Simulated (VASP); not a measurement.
# LiPd2N3 (P4/mmm) in VASP: a series of runs, part 2 of 2

VASP 6.6.1. Earlier steps stand in the parts before.

## Step 3: Single point, PBE

This run uses another cell than the first one, of 11.61 Å³/atom.

INCAR reads:

```
SYSTEM = LiPd2N3
  PREC = Accurate
  ENCUT = 520
  EDIFF = 1E-6
  ISMEAR = 0
  SIGMA = 0.1
  LREAL = .FALSE.
  LASPH = .TRUE.
  NELM = 100
  ALGO = Normal
  ISIF = 2
  LWAVE = .FALSE.
  LCHARG = .FALSE.
  GGA = PE
  NBANDS = 28
```

KPOINTS reads:

```
Automatic mesh
0
G
  4 4 4
  0 0 0
```

POSCAR reads:

```
LiPd2N3
1.0
    4.0161457100      0.0000000000      0.0000000000
    0.0000000000      4.0161457100      0.0000000000
    0.0000000000      0.0000000000      4.3190317000
Li Pd N
1 2 3
Direct
    0.5000000000      0.5000000000      0.5000000000
    0.0000000000      0.0000000000      0.2467919100
    0.0000000000      0.0000000000      0.7532080900
    0.0000000000      0.5000000000      0.0000000000
    0.5000000000      0.0000000000      0.0000000000
    0.5000000000      0.5000000000      0.0000000000
```

Potentials or basis: VASP PAW PBE potentials, release 64 (Li_sv, Pd, N).

The run is started by

```sh
cat potpaw_PBE.64/Li_sv/POTCAR potpaw_PBE.64/Pd/POTCAR potpaw_PBE.64/N/POTCAR > POTCAR
mpirun -np 1 vasp_std > vasp.out
```

OUTCAR:

```text
SYSTEM = LiPd2N3
   PREC = Accurate
   ENCUT = 520
   EDIFF = 1E-6
   ISMEAR = 0
   LREAL = .FALSE.
   LASPH = .TRUE.
   NELM = 100
   ISIF = 2
   GGA = PE

 ion  position               nearest neighbor table
   1  0.500  0.500  0.500-   6 2.16   6 2.16
   2  0.000  0.000  0.247-   3 2.13   3 2.19   4 2.27   5 2.27   4 2.27   5 2.27
   3  0.000  0.000  0.753-   2 2.13   2 2.19   5 2.27   4 2.27   4 2.27   5 2.27
   4  0.000  0.500  0.000-   2 2.27   3 2.27   2 2.27   3 2.27
   5  0.500  0.000  0.000-   2 2.27   3 2.27   2 2.27   3 2.27
   6  0.500  0.500  0.000-   1 2.16   1 2.16

  LATTYP: Found a simple tetragonal cell.
 ALAT       =     4.0161457100
 C/A-ratio  =     1.0754170819

  Lattice vectors:

 A1 = (   4.0161457100,   0.0000000000,   0.0000000000)
 A2 = (   0.0000000000,   4.0161457100,   0.0000000000)
 A3 = (   0.0000000000,   0.0000000000,   4.3190317000)

Analysis of symmetry for initial positions (statically):
=====================================================================
 Subroutine PRICEL returns:
 Original cell was already a primitive cell.

 Routine SETGRP: Setting up the symmetry group for a
 simple tetragonal supercell.

 Subroutine GETGRP returns: Found 16 space group operations
 (whereof 16 operations were pure point group operations)
 out of a pool of 16 trial point group operations.

The static configuration has the point symmetry D_4h.

Analysis of symmetry for dynamics (positions and initial velocities):
=====================================================================
 Subroutine PRICEL returns:
 Original cell was already a primitive cell.

 Routine SETGRP: Setting up the symmetry group for a
 simple tetragonal supercell.

 Subroutine GETGRP returns: Found 16 space group operations
 (whereof 16 operations were pure point group operations)
 out of a pool of 16 trial point group operations.

The dynamic configuration has the point symmetry D_4h.

 Subroutine INISYM returns: Found 16 space group operations
 (whereof 16 operations are pure point group operations),
 and found     1 'primitive' translations

----------------------------------------------------------------------------------------

                                     Primitive cell

  volume of cell :      69.6635

  direct lattice vectors                    reciprocal lattice vectors
     4.016145710  0.000000000  0.000000000     0.248994950  0.000000000  0.000000000
     0.000000000  4.016145710  0.000000000     0.000000000  0.248994950  0.000000000
     0.000000000  0.000000000  4.319031700     0.000000000  0.000000000  0.231533378

  length of vectors
     4.016145710  4.016145710  4.319031700     0.248994950  0.248994950  0.231533378

  position of ions in fractional coordinates (direct lattice)
     0.500000000  0.500000000  0.500000000
     0.000000000  0.000000000  0.246791910
     0.000000000  0.000000000  0.753208090
     0.000000000  0.500000000  0.000000000
     0.500000000  0.000000000  0.000000000
     0.500000000  0.500000000  0.000000000

  ion indices of the primitive-cell ions
   primitive index   ion index
                 1           1
                 2           2
                 3           3
[... 29 lines left out ...]

 Following reciprocal coordinates:
            Coordinates               Weight
  0.000000  0.000000  0.000000      1.000000
  0.250000  0.000000  0.000000      4.000000
  0.500000  0.000000  0.000000      2.000000
  0.250000  0.250000  0.000000      4.000000
  0.500000  0.250000  0.000000      4.000000
  0.500000  0.500000  0.000000      1.000000
[... 10 lines left out ...]
  0.500000  0.250000  0.500000      4.000000
  0.500000  0.500000  0.500000      1.000000
   k-points           NKPTS =     18   k-points in BZ     NKDIM =     18   number of bands    NBANDS=     28
   number of dos      NEDOS =    301   number of ions     NIONS =      6
   total plane-waves  NPLWV =  28800
   dimension x,y,z NGX =    30 NGY =   30 NGZ =   32
   dimension x,y,z NGXF=    60 NGYF=   60 NGZF=   64
   ions per type =               1   2   3
   NGX,Y,Z   is equivalent  to a cutoff of  12.42, 12.42, 12.32 a.u.
   NGXF,Y,Z  is equivalent  to a cutoff of  24.84, 24.84, 24.63 a.u.
 SYSTEM =  LiPd2N3
   PREC   = accura    normal or accurate (medium, high low for compatibility)
   ISTART =      0    job   : 0-new  1-cont  2-samecut
   ICHARG =      2    charge: 1-file 2-atom 10-const
   ISPIN  =      1    spin polarized calculation?
   LNONCOLLINEAR =      F non collinear calculations
   LSORBIT =      F    spin-orbit coupling
   LASPH  =      T    aspherical Exc in radial PAW
   ENCUT  =  520.0 eV  38.22 Ry    6.18 a.u.   7.47  7.47  8.03*2*pi/ulx,y,z
   NELM   =    100;   NELMIN=  2; NELMDL= -5     # of ELM steps
   EDIFF  = 0.1E-05   stopping-criterion for ELM
   LREAL  =      F    real-space projection
   EDIFFG = 0.1E-04   stopping-criterion for IOM
   NSW    =      0    number of steps for IOM
   IBRION =     -1    ionic relax: 0-MD 1-quasi-New 2-CG
   NFREE  =      0    steps in history (QN), initial steepest desc. (CG)
   ISIF   =      2    stress and relaxation
   ISYM   =      2    0-nonsym 1-usesym 2-fastsym
   POTIM  = 0.5000    time-step for ionic-motion
   TEBEG  =    0.0;   TEEND  =   0.0 temperature during run
   PSTRESS=    0.0 pullay stress
   NELECT =      38.0000    total number of electrons
   NUPDOWN=      -1.0000    fix difference up-down
   EMIN   =  10.00;   EMAX   =-10.00  energy-range for DOS
   EFERMI =   0.00;   METHOD = LEGACY
   ISMEAR =     0;   SIGMA  =   0.10  broadening in eV -4-tet -1-fermi 0-gaus
   EFERMI_NEDOS =   21; number of points for ismear=-14 and -15
   IALGO  =     38    algorithm
   IMIX   =      4    mixing-type and parameters
     AMIX     =   0.40;   BMIX     =  1.00
     AMIX_MAG =   1.60;   BMIX_MAG =  1.00
  volume/ion in A,a.u.               =      11.61        78.35
  Fermi-wavevector in a.u.,A,eV,Ry     =   1.337625  2.527744 24.344084  1.789240
  Thomas-Fermi vector in A             =   2.466159
   LORBIT       =      0    0 simple, 1 ext, 2 COOP (PROOUT), +10 PAW based schemes
   GGA     = PE    functional components
   LHFCALC =     F    Hartree Fock is set to
   AEXX    =    0.0000 exact exchange contribution
   IVDW    =     0    specifies the selected vdW correction
   LEPSILON=     F    determine dielectric tensor
   LRPA    =     F    only Hartree local field effects (RPA)
 non-spin polarized calculation
 Gauss-broadening in eV      SIGMA  =   0.10
  energy-cutoff  :      520.00
  volume of cell :       69.66
 maximum number of plane-waves:      1920
 NGX is ok and might be reduce to    30
   NGX = 15   NGY = 15   NGZ = 17

 number of electron      37.9999978 magnetization

 Free energy of the ion-electron system (eV)
  ---------------------------------------------------
  ext. energy  EPLUGINS =         0.00000000
  ---------------------------------------------------
  free energy    TOTEN  =       -25.76586229 eV

  energy without entropy =      -25.73054415  energy(sigma->0) =      -25.74820322

 E-fermi :   6.1069     XC(G=0): -11.3012

 val. band max:        6.0995655239   @ k =   0.2500   0.0000   0.5000
 cond. band min:       6.1079813049   @ k =   0.5000   0.5000   0.2500
 fundamental gap:      0.0084157810
 Fermi energy:         6.1068884895

 k-point     1 :       0.0000    0.0000    0.0000
  band No.  band energies     occupation
      1     -39.2549      2.00000
      2     -10.7409      2.00000
      3      -7.4713      2.00000
      4      -4.0640      2.00000
      5      -1.5221      2.00000
      6      -1.5221      2.00000
[... 547 lines left out ...]
     27      15.0563      0.00000
     28      16.5534      0.00000

------------------------ aborting loop because EDIFF is reached ----------------------------------------

  FORCE on cell =-STRESS in cart. coord.  units (eV):
  Direction    XX          YY          ZZ          XY          YZ          ZX
  --------------------------------------------------------------------------------------
  -------------------------------------------------------------------------------------
  Total       -3.5967699     -3.5967699     28.4113121      0.0000000      0.0000000      0.0000000
  in kB      -82.7214087    -82.7214087    653.4262230      0.0000000      0.0000000      0.0000000
  external PRESSURE =     162.6611352 kB  Pullay stress =       0.0000000 kB

 VOLUME and BASIS-vectors are now :
 -----------------------------------------------------------------------------
  energy-cutoff  :      520.00
  volume of cell :       69.66
      direct lattice vectors                 reciprocal lattice vectors
     4.016145710  0.000000000  0.000000000     0.248994950  0.000000000  0.000000000
     0.000000000  4.016145710  0.000000000     0.000000000  0.248994950  0.000000000
     0.000000000  0.000000000  4.319031700     0.000000000  0.000000000  0.231533378

 POSITION                                       TOTAL-FORCE (eV/Angst)
 -----------------------------------------------------------------------------------
      2.00807      2.00807      2.15952         0.000000      0.000000      0.000000
      0.00000      0.00000      1.06590        -0.000000      0.000000      2.382095
      0.00000      0.00000      3.25313         0.000000      0.000000     -2.382095
      0.00000      2.00807      0.00000         0.000000      0.000000      0.000000
      2.00807      0.00000      0.00000         0.000000      0.000000      0.000000
      2.00807      2.00807      0.00000         0.000000      0.000000      0.000000
 -----------------------------------------------------------------------------------
    total drift:                                0.000000     -0.000000      0.000000

  FREE ENERGIE OF THE ION-ELECTRON SYSTEM (eV)
  ---------------------------------------------------
  free  energy   TOTEN  =       -25.7658622944 eV

  energy  without entropy=      -25.7305441536  energy(sigma->0) =      -25.74820322
```

It took 23 s on 1 thread of Intel Xeon 6975P-C (Granite Rapids), shared host; peak memory 0.18 GiB.

Results:

| Property | Result |
| --- | --- |
| Free energy | -25.7659 eV |
| Largest force | 2.382 eV/Å |
| Band gap on the k mesh | zero (bands 19 and 20 overlap by 1.17 eV) |

Forces on the atoms (eV/Å):
```
Li   0.000  0.000  0.000
Pd   0.000  0.000  2.382
Pd   0.000  0.000 -2.382
N    0.000  0.000  0.000
N    0.000  0.000  0.000
N    0.000  0.000  0.000
```

Levels at points of the mesh, in eV from the Fermi level:
| k point | band 16 | band 17 | band 18 | band 19 | band 20 | band 21 | band 22 | band 23 |
| --- | --- | --- | --- | --- | --- | --- | --- | --- |
| (0.00, 0.00, 0.00) | -0.97 | -0.97 | -0.39 | -0.26 | -0.26 | 1.39 | 2.41 | 4.88 |
| (0.50, 0.00, 0.00) | -1.38 | -0.71 | -0.37 | -0.26 | 0.23 | 0.31 | 1.37 | 1.98 |
| (0.50, 0.50, 0.00) | -0.73 | -0.21 | -0.07 | -0.07 | -0.02 | -0.02 | 1.06 | 1.73 |
| (0.00, 0.00, 0.50) | -2.66 | -1.58 | -0.01 | 0.72 | 0.72 | 1.21 | 2.68 | 4.94 |
| (0.50, 0.00, 0.50) | -1.90 | -1.64 | -0.30 | -0.25 | -0.05 | 0.34 | 0.62 | 2.57 |
| (0.50, 0.50, 0.50) | -2.97 | -2.67 | -0.99 | -0.72 | 0.02 | 0.02 | 0.93 | 1.18 |

Caveat: the k points lie up to 0.39 Å⁻¹ apart, too coarse for converged energies and pressures of a metal; the cutoff is under 1.25 times the usual one of these potentials, so pressure, stress and relaxed cells hold a basis-set (Pulay) error; forces of over 1 eV/Å act on the atoms, so gaps and moduli don't describe the material at rest.
